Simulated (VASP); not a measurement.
Input of a VASP 6.6.1 run:

The input INCAR:

```
SYSTEM = C
PREC = Accurate
ENCUT = 600
EDIFF = 1E-6
ISMEAR = 0
SIGMA = 0.1
LREAL = .FALSE.
LASPH = .TRUE.
NELM = 120
ALGO = Normal
ISIF = 2
LWAVE = .FALSE.
LCHARG = .TRUE.
GGA = CA
LELF = .TRUE.
LVHAR = .TRUE.
NBANDS = 11
GGA_COMPAT = .FALSE.
```

File KPOINTS:

```
regular mesh
0
G
  10 10 10
  0 0 0
```

The input POSCAR:

```
C
1.0
    0.0000000000      1.7660493904      1.7660493904
    1.7660493904      0.0000000000      1.7660493904
    1.7660493904      1.7660493904      0.0000000000
C
2
Direct
    0.5000000000      0.5000000000      0.5000000000
    0.7500000000      0.7500000000      0.7500000000
```

Potentials or basis: VASP PAW LDA potentials, release 64 (C).

Run with:

```bash
$ cat potpaw_LDA.64/C/POTCAR > POTCAR
$ mpirun -np 1 vasp_std > vasp.out
```

Task: Estimate the pressure.

Result: 0.7 GPa.

Task: What does it give for the band gap on the k mesh?

Result: 4.20 eV, indirect (least direct gap 5.63 eV).

A k mesh can miss the band edges. LDA gaps usually lie below the measured ones, often by a third to a half.
